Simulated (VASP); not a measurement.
# WS2 (Fm-3m) in VASP: single point with PBE

Aim: the single point of WS2 with PBE.

Program: VASP 6.6.1. These are calculated values, not measurements. Logs are shortened: lines on timing, memory, paths and dates and some standing lists are left out, and cuts for length are marked.

### 1 The cell of the first run

It takes space group Fm-3m (No. 225, cubic). Conventional cell: a = 5.862 Å, b = 5.862 Å, c = 5.862 Å, α = 90.00°, β = 90.00°, γ = 90.00°. W (site symmetry m-3m) has 8 S at 2.54 Å within 3.3 Å. S (site symmetry -43m) has 4 W at 2.54 Å and 6 S at 2.93 Å within 3.3 Å.

### 2 Single point, PBE

The input, INCAR:

```
SYSTEM = WS2
  ALGO = Normal
  EDIFF = 1E-6
  ENCUT = 520
  GGA = PE
  ISIF = 2
  ISMEAR = -1
  LASPH = .True.
  LCHARG = .False.
  LREAL = .False.
  LWAVE = .False.
  NBANDS = 20
  NELM = 80
  PREC = Accurate
  SIGMA = 0.02
```

The input, KPOINTS:

```
k-points
0
Gamma
  6 6 6
  0 0 0
```

The input, POSCAR:

```
WS2
1.0
    0.0000000000      2.9311595465      2.9311595465
    2.9311595465      0.0000000000      2.9311595465
    2.9311595465      2.9311595465      0.0000000000
W S
1 2
Direct
    0.0000000000      0.0000000000      0.0000000000
    0.2500000000      0.2500000000      0.2500000000
    0.7500000000      0.7500000000      0.7500000000
```

Potentials or basis: VASP PAW PBE potentials, release 64 (W_sv, S).

Launch:

```bash
cat potpaw_PBE.64/W_sv/POTCAR potpaw_PBE.64/S/POTCAR > POTCAR
mpirun -np 1 vasp_std > vasp.out
```

OUTCAR:

```text
SYSTEM = WS2
   EDIFF = 1E-6
   ENCUT = 520
   GGA = PE
   ISIF = 2
   ISMEAR = -1
   LASPH = .True.
   LREAL = .False.
   NELM = 80
   PREC = Accurate

 ion  position               nearest neighbor table
   1  0.000  0.000  0.000-   3 2.54   3 2.54   3 2.54   2 2.54   3 2.54   2 2.54   2 2.54   2 2.54

   2  0.250  0.250  0.250-   1 2.54   1 2.54   1 2.54   1 2.54
   3  0.750  0.750  0.750-   1 2.54   1 2.54   1 2.54   1 2.54

  LATTYP: Found a face centered cubic cell.
 ALAT       =     5.8623190930

  Lattice vectors:

 A1 = (   0.0000000000,   2.9311595465,   2.9311595465)
 A2 = (   2.9311595465,   0.0000000000,   2.9311595465)
 A3 = (   2.9311595465,   2.9311595465,   0.0000000000)

Analysis of symmetry for initial positions (statically):
=====================================================================
 Subroutine PRICEL returns:
 Original cell was already a primitive cell.

 Routine SETGRP: Setting up the symmetry group for a
 face centered cubic supercell.

 Subroutine GETGRP returns: Found 48 space group operations
 (whereof 48 operations were pure point group operations)
 out of a pool of 48 trial point group operations.

The static configuration has the point symmetry O_h .

Analysis of symmetry for dynamics (positions and initial velocities):
=====================================================================
 Subroutine PRICEL returns:
 Original cell was already a primitive cell.

 Routine SETGRP: Setting up the symmetry group for a
 face centered cubic supercell.

 Subroutine GETGRP returns: Found 48 space group operations
 (whereof 48 operations were pure point group operations)
 out of a pool of 48 trial point group operations.

The dynamic configuration has the point symmetry O_h .

 Subroutine INISYM returns: Found 48 space group operations
 (whereof 48 operations are pure point group operations),
 and found     1 'primitive' translations

----------------------------------------------------------------------------------------

                                     Primitive cell

  volume of cell :      50.3673

  direct lattice vectors                    reciprocal lattice vectors
     0.000000000  2.931159546  2.931159546    -0.170580957  0.170580957  0.170580957
     2.931159546  0.000000000  2.931159546     0.170580957 -0.170580957  0.170580957
     2.931159546  2.931159546  0.000000000     0.170580957  0.170580957 -0.170580957

  length of vectors
     4.145285584  4.145285584  4.145285584     0.295454884  0.295454884  0.295454884

  position of ions in fractional coordinates (direct lattice)
     0.000000000  0.000000000  0.000000000
[... 70 lines left out ...]
   NELM   =     80;   NELMIN=  2; NELMDL= -5     # of ELM steps
   EDIFF  = 0.1E-05   stopping-criterion for ELM
   LREAL  =      F    real-space projection
   EDIFFG = 0.1E-04   stopping-criterion for IOM
   NSW    =      0    number of steps for IOM
   IBRION =     -1    ionic relax: 0-MD 1-quasi-New 2-CG
   NFREE  =      0    steps in history (QN), initial steepest desc. (CG)
   ISIF   =      2    stress and relaxation
   ISYM   =      2    0-nonsym 1-usesym 2-fastsym
   POTIM  = 0.5000    time-step for ionic-motion
   TEBEG  =    0.0;   TEEND  =   0.0 temperature during run
   PSTRESS=    0.0 pullay stress
   NELECT =      26.0000    total number of electrons
   NUPDOWN=      -1.0000    fix difference up-down
   EMIN   =  10.00;   EMAX   =-10.00  energy-range for DOS
   EFERMI =   0.00;   METHOD = LEGACY
   ISMEAR =    -1;   SIGMA  =   0.02  broadening in eV -4-tet -1-fermi 0-gaus
   EFERMI_NEDOS =   21; number of points for ismear=-14 and -15
   IALGO  =     38    algorithm
   IMIX   =      4    mixing-type and parameters
     AMIX     =   0.40;   BMIX     =  1.00
     AMIX_MAG =   1.60;   BMIX_MAG =  1.00
  volume/ion in A,a.u.               =      16.79       113.30
  Fermi-wavevector in a.u.,A,eV,Ry     =   1.313257  2.481696 23.465216  1.724645
  Thomas-Fermi vector in A             =   2.443593
   LORBIT       =      0    0 simple, 1 ext, 2 COOP (PROOUT), +10 PAW based schemes
   GGA     = PE    functional components
   LHFCALC =     F    Hartree Fock is set to
   AEXX    =    0.0000 exact exchange contribution
   IVDW    =     0    specifies the selected vdW correction
   LEPSILON=     F    determine dielectric tensor
   LRPA    =     F    only Hartree local field effects (RPA)
 non-spin polarized calculation
  energy-cutoff  :      520.00
  volume of cell :       50.37
 maximum number of plane-waves:      1380
   NGX = 15   NGY = 15   NGZ = 15

 number of electron      25.9999998 magnetization

 Free energy of the ion-electron system (eV)
  ---------------------------------------------------
  ext. energy  EPLUGINS =         0.00000000
  ---------------------------------------------------
  free energy    TOTEN  =       -21.11797446 eV

  energy without entropy =      -21.11059907  energy(sigma->0) =      -21.11428677

 E-fermi :   8.3152     XC(G=0): -11.3843

 val. band max:        8.3013266546   @ k =   0.3333   0.0000   0.0000
 cond. band min:       8.3168482398   @ k =   0.5000   0.1667   0.0000
 fundamental gap:      0.0155215853
 Fermi energy:         8.3151664969

 k-point     1 :       0.0000    0.0000    0.0000
  band No.  band energies     occupation
      1     -66.0347      2.00000
      2     -30.2272      2.00000
      3     -30.2272      2.00000
      4     -30.2272      2.00000
      5      -7.6012      2.00000
      6      -2.7397      2.00000
[... 357 lines left out ...]
     19      15.9393      0.00000
     20      16.3253      0.00000

------------------------ aborting loop because EDIFF is reached ----------------------------------------

  FORCE on cell =-STRESS in cart. coord.  units (eV):
  Direction    XX          YY          ZZ          XY          YZ          ZX
  --------------------------------------------------------------------------------------
  -------------------------------------------------------------------------------------
  Total        0.2658893      0.2658893      0.2658893      0.0000000      0.0000000     -0.0000000
  in kB        8.4579114      8.4579114      8.4579114      0.0000000      0.0000000     -0.0000000
  external PRESSURE =       8.4579114 kB  Pullay stress =       0.0000000 kB

 VOLUME and BASIS-vectors are now :
 -----------------------------------------------------------------------------
  energy-cutoff  :      520.00
  volume of cell :       50.37
      direct lattice vectors                 reciprocal lattice vectors
     0.000000000  2.931159546  2.931159546    -0.170580957  0.170580957  0.170580957
     2.931159546  0.000000000  2.931159546     0.170580957 -0.170580957  0.170580957
     2.931159546  2.931159546  0.000000000     0.170580957  0.170580957 -0.170580957

 POSITION                                       TOTAL-FORCE (eV/Angst)
 -----------------------------------------------------------------------------------
      0.00000      0.00000      0.00000         0.000000      0.000000     -0.000000
      1.46558      1.46558      1.46558        -0.000000     -0.000000      0.000000
      4.39674      4.39674      4.39674         0.000000     -0.000000     -0.000000
 -----------------------------------------------------------------------------------
    total drift:                                0.000000     -0.000000      0.000000

  FREE ENERGIE OF THE ION-ELECTRON SYSTEM (eV)
  ---------------------------------------------------
  free  energy   TOTEN  =       -21.1179744608 eV

  energy  without entropy=      -21.1105990736  energy(sigma->0) =      -21.11428677
```

OSZICAR:

```text
N       E                     dE             d eps       ncg     rms          rms(c)
DAV:   1     0.195290079482E+03    0.19529E+03   -0.13008E+04   640   0.131E+03
DAV:   2    -0.116664309168E+02   -0.20696E+03   -0.20092E+03   724   0.341E+02
DAV:   3    -0.224750722974E+02   -0.10809E+02   -0.10584E+02   792   0.709E+01
DAV:   4    -0.226603559713E+02   -0.18528E+00   -0.18455E+00   768   0.963E+00
DAV:   5    -0.226629129457E+02   -0.25570E-02   -0.25565E-02   772   0.120E+00    0.210E+01
DAV:   6    -0.213782568601E+02    0.12847E+01   -0.11560E+01   728   0.186E+01    0.899E+00
DAV:   7    -0.211431469579E+02    0.23511E+00   -0.17942E+00   712   0.729E+00    0.684E+00
DAV:   8    -0.211179074617E+02    0.25239E-01   -0.94027E-02   712   0.221E+00    0.610E-01
DAV:   9    -0.211177476495E+02    0.15981E-03   -0.25677E-03   744   0.356E-01    0.202E-01
DAV:  10    -0.211179451039E+02   -0.19745E-03   -0.10091E-03   728   0.206E-01    0.546E-02
DAV:  11    -0.211179611059E+02   -0.16002E-04   -0.36424E-05   744   0.465E-02    0.141E-02
DAV:  12    -0.211179740640E+02   -0.12958E-04   -0.16787E-05   708   0.226E-02    0.588E-03
DAV:  13    -0.211179744608E+02   -0.39681E-06   -0.10757E-06   688   0.635E-03
   1 F= -.21117974E+02 E0= -.21114287E+02  d E =-.737539E-02
```

Run time: 13 s. Hardware: 1 thread of AMD EPYC 9R45 (Zen 5), shared host; peak memory 0.15 GiB.

What came out:

```yaml
Free_energy: -21.1180 eV
Pressure: 0.8 GPa
Band_gap_on_the_k_mesh: zero (band 13 reaches 8.67 eV, above the bottom of band 14 at 7.49 eV)
```

Levels at points of the mesh, in eV from the Fermi level:
| k point | band 9 | band 10 | band 11 | band 12 | band 13 | band 14 | band 15 | band 16 | band 17 | band 18 |
| --- | --- | --- | --- | --- | --- | --- | --- | --- | --- | --- |
| (0.00, 0.00, 0.00) | -6.45 | -1.06 | -1.06 | -0.83 | -0.83 | -0.83 | 4.62 | 4.62 | 4.62 | 4.93 |
| (0.50, 0.00, 0.00) | -4.57 | -3.35 | -3.32 | -3.32 | -0.45 | -0.45 | 1.94 | 4.55 | 4.55 | 6.61 |
| (0.50, 0.50, 0.00) | -5.46 | -2.75 | -2.75 | -1.29 | 0.23 | 0.67 | 2.14 | 3.65 | 3.65 | 5.94 |

Caveat: spin-orbit coupling is left out, which moves the levels of the heavy elements.
